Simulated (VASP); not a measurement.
Set up this calculation in VASP 6.6.1, as the native input.

- Task: single point
- Functional: r2SCAN
- Potentials or basis: VASP PAW PBE potentials, release 64 (Ca_sv, Se)
- Cutoff: 520 eV
- k mesh: 8 × 8 × 8
- Occupations: gaussian, width 0.01 eV
- Spin: no spin polarisation
- Dipole correction: no
- Further INCAR settings: ALGO = Normal; EDIFF = 1e-06; NBANDS = 15

CaSe:

```
Ca Se
1.0
     0.00000    2.96754    3.11443
     2.96754    0.00000    3.11443
     2.96754    2.96754    0.00000
Ca Se
1 1
Cartesian
  0.0000 0.0000 0.0000
  2.9675 2.9675 3.1144
```

This cell differs from its parent crystal: uniaxial z strain +5.0%.

The input as run:

POSCAR

```
CaSe
1.0
    0.0000000000      2.9675351072      3.1144280950
    2.9675351072      0.0000000000      3.1144280950
    2.9675351072      2.9675351072      0.0000000000
Ca Se
1 1
Direct
    0.0000000000      0.0000000000      0.0000000000
    0.5000000000      0.5000000000      0.5000000000
```

INCAR.step1

```
PREC = Accurate ; ENCUT = 520
ISMEAR = 0 ; SIGMA = 0.01
LREAL = False ; LASPH = True
NELM = 60 ; NBANDS = 15
GGA = PE ; ALGO = Normal
EDIFF = 1E-4 ; LWAVE = True
LCHARG = False
```

INCAR.step2

```
PREC = Accurate ; ENCUT = 520
EDIFF = 1E-6 ; ISMEAR = 0
SIGMA = 0.01 ; LREAL = False
LASPH = True ; NELM = 60
ALGO = Normal ; ISIF = 2
LWAVE = False ; LCHARG = False
METAGGA = R2SCAN ; LMIXTAU = True
NBANDS = 15 ; ISTART = 1
```

KPOINTS

```
regular mesh
0
Gamma
  8 8 8
```

Potentials or basis: VASP PAW PBE potentials, release 64 (Ca_sv, Se).

Run with:

```bash
$ cat potpaw_PBE.64/Ca_sv/POTCAR potpaw_PBE.64/Se/POTCAR > POTCAR
$ cp INCAR.step1 INCAR
$ mpirun -np 1 vasp_std > vasp.out
$ cp INCAR.step2 INCAR
$ mpirun -np 1 vasp_std > vasp.out
```

Results of the run:

- Pressure: -1.8 GPa
- Band gap on the k mesh: 2.62 eV, indirect (least direct gap 3.43 eV)

Caveat: the cell differs from its parent crystal (uniaxial z strain +5.0%); the PAW data sets were made with another functional, which shifts forces and pressure a little.

Run time: 57 s on 1 thread of Intel(R) Xeon(R) 6975P-C (Granite Rapids) (shared host), peak memory 0.22 GiB.
